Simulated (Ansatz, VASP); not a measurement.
## One calculation of Au, two programs

```
Au
1.0
     2.97250    0.00000    0.00000
    -1.48625    2.57426    0.00000
     0.00000    0.00000    4.75800
Au
2
Cartesian
  0.0000 1.7162 3.5685
  1.4862 0.8581 1.1895
```

Change from the starting cell: strain +0.025 along x and y, -0.025 along z, atoms carried along.

Alike in both runs: task single point; functional PBEsol; k mesh 18 × 18 × 10; occupations gaussian, width 0.15 eV; no spin polarisation.

|  | VASP | Ansatz |
| --- | --- | --- |
| version | VASP 6.6.1 | Ansatz 0.2.0 |
| potentials or method | VASP PAW PBE potentials, release 64 (Au), cutoff 520 eV | scalar-relativistic, plane waves, PAW |
| valence electrons in the cell | 22 | 38 |

Ansatz gave:

| Item | Value |
| --- | --- |
| gap on the k mesh at the Fermi level (eV) | none |
| pressure (GPa) | -9.3 |
| traceless stress, the component that is largest in VASP (GPa) | 1.80 |

Estimate VASP's values.

gap on the k mesh at the Fermi level (eV): none; pressure (GPa): -9.5; traceless stress, the component that is largest in VASP (GPa): 1.77.

VASP's potentials were made for PBE, not for PBEsol. A gap of «none» marks a metal or a gap that the smearing closes. VASP's potentials hold 22 valence electrons a cell and Ansatz's 38, so a difference there can come from the potentials and not from the codes.

Neither program's run includes spin-orbit coupling.
